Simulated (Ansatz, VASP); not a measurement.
# Fe in VASP and in Ansatz

```
CELL_PARAMETERS angstrom
-1.43900 1.49656 1.43900
1.43900 -1.49656 1.43900
1.43900 1.49656 -1.43900
ATOMIC_POSITIONS crystal
Fe 0.00000 0.00000 0.00000
```

Change from the starting cell: strain +0.0400 x Voigt [0, 1, 0, 0, 0, 0], atoms carried along.

Alike in both runs: task single point; functional PBEsol; k mesh 24 × 24 × 24; occupations gaussian, width 0.15 eV; collinear spin.

|  | VASP | Ansatz |
| --- | --- | --- |
| version | VASP 6.6.1 | Ansatz 0.2.0 |
| potentials or method | VASP PAW PBE potentials, release 64 (Fe), cutoff 520 eV | scalar-relativistic, plane waves, PAW |
| valence electrons in the cell | 8 | 16 |

|  | VASP | Ansatz | Ansatz less VASP |
| --- | --- | --- | --- |
| gap on the k mesh at the Fermi level (eV) | none | none | - |
| pressure (GPa) | -19.9 | -20.5 | -0.61 |
| traceless stress, the component that is largest in VASP (GPa) | -1.63 | -1.73 | -0.097 |
| net moment per atom (μB) | 2.40 | 2.36 | -0.034 |
| size of the moment on the site where the two differ most (μB) | 2.40 | 2.41 | +0.013 |

VASP's potentials were made for PBE, not for PBEsol. Site moments also hang on the region over which each program counts them. A gap of «none» marks a metal or a gap that the smearing closes. VASP's potentials hold 8 valence electrons a cell and Ansatz's 16, so a difference there can come from the potentials and not from the codes.
